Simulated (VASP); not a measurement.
A run of VASP 6.6.1 is set up as follows.

File INCAR:

```
SYSTEM = HC2
PREC     = Accurate       ! precision mode
ENCUT    = 520            ! plane-wave cutoff, eV
EDIFF    = 1E-6           ! SCF threshold, eV
ISMEAR   = 0              ! smearing method
SIGMA    = 0.05           ! smearing width, eV
LREAL    = Auto         
LASPH    = .True.         ! aspherical terms in the spheres
NELM     = 80             ! most SCF steps
ALGO     = Normal         ! electronic algorithm
ISIF     = 2              ! what is computed and relaxed
LWAVE    = .False.        ! write WAVECAR
LCHARG   = .False.        ! write CHGCAR
GGA      = CA             ! functional
IBRION   = 2              ! ionic algorithm
NSW      = 80             ! ionic steps
EDIFFG   = -0.03          ! ionic threshold
```

File KPOINTS:

```
Automatic mesh
0
Gamma
  2 2 1
  0 0 0
```

POSCAR

```
HC2
1.0
    5.0487420000      0.0000000000      0.0000000000
    0.0000000000      5.0487420000      0.0000000000
    0.0000000000      0.0000000000     17.1647000000
H C
10 20
Selective dynamics
Direct
    0.4277868800      0.0000000000      0.0582591000  F F F
    0.0722131600      0.0000000000      0.0582591000  F F F
    0.9277869200      0.0000000000      0.0582591000  F F F
    0.5722132000      0.0000000000      0.0582591000  F F F
    0.4277868800      0.5000000400      0.0582591000  F F F
    0.0722131600      0.5000000400      0.0582591000  F F F
    0.9277869200      0.5000000400      0.0582591000  F F F
    0.5722132000      0.5000000400      0.0582591000  F F F
    0.3750000300      0.7015466100      0.2828304600  T T T
    0.6666667200      1.1666667600      0.3562369300  T T T
    0.2500000200      0.0000000000      0.0952361500  F F F
    0.7500000600      0.0000000000      0.0952361500  F F F
    0.2500000200      0.5000000400      0.0952361500  F F F
    0.7500000600      0.5000000400      0.0952361500  F F F
    0.2500000200      0.2500000200      0.1472324000  F F F
    0.7500000600      0.2500000200      0.1472324000  F F F
    0.2500000200      0.7500000600      0.1472324000  F F F
    0.7500000600      0.7500000600      0.1472324000  F F F
    0.0000000000      0.2500000200      0.1992286500  T T T
    0.5000000400      0.2500000200      0.1992286500  T T T
    0.0000000000      0.7500000600      0.1992286500  T T T
    0.5000000400      0.7500000600      0.1992286500  T T T
    0.0000000000      0.0000000000      0.2512249000  T T T
    0.5000000400      0.0000000000      0.2512249000  T T T
    0.0000000000      0.5000000400      0.2512249000  T T T
    0.5000000400      0.5000000400      0.2512249000  T T T
    0.2500000200      0.0969069000      0.3008907800  T T T
    0.7500000600      0.0969069000      0.3008907800  T T T
    0.2500000200      0.4030931400      0.2799175100  T T T
    0.7500000600      0.4030931400      0.2799175100  T T T
```

Potentials or basis: VASP PAW LDA potentials, release 64 (H, C).

The run is started by

```sh
$ cat potpaw_LDA.64/H/POTCAR potpaw_LDA.64/C/POTCAR > POTCAR
$ mpirun -np 1 vasp_std > vasp.out
```

Question: Estimate the energy gained by relaxing.

Answer: 282.0 meV/atom.

Question: Estimate the band gap on the k mesh.

Answer: Zero (bands 45 and 46 overlap by 0.31 eV).

Final structure:
```
H C
1.0
     5.04874    0.00000    0.00000
     0.00000    5.04874    0.00000
     0.00000    0.00000   17.16470
H C
10 20
Direct
  0.42779 0.00000 0.05826
  0.07221 0.00000 0.05826
  0.92779 0.00000 0.05826
  0.57221 0.00000 0.05826
  0.42779 0.50000 0.05826
  0.07221 0.50000 0.05826
  0.92779 0.50000 0.05826
  0.57221 0.50000 0.05826
  0.25020 0.48716 0.35822
  0.74971 0.01464 0.35835
  0.25000 0.00000 0.09524
  0.75000 0.00000 0.09524
  0.25000 0.50000 0.09524
  0.75000 0.50000 0.09524
  0.25000 0.25000 0.14723
  0.75000 0.25000 0.14723
  0.25000 0.75000 0.14723
  0.75000 0.75000 0.14723
  0.99998 0.24998 0.19456
  0.49994 0.25004 0.19455
  0.00002 0.74999 0.20279
  0.49996 0.75000 0.20277
  0.00276 0.01409 0.25155
  0.49719 0.01418 0.25152
  0.99726 0.48584 0.25151
  0.50275 0.48588 0.25148
  0.25007 0.09535 0.29175
  0.74992 0.09403 0.29849
  0.25002 0.40617 0.29854
  0.74999 0.40463 0.29160
```

Caveat: the k points lie up to 0.62 Å⁻¹ apart; there is no dipole correction, which matters where the two faces differ.
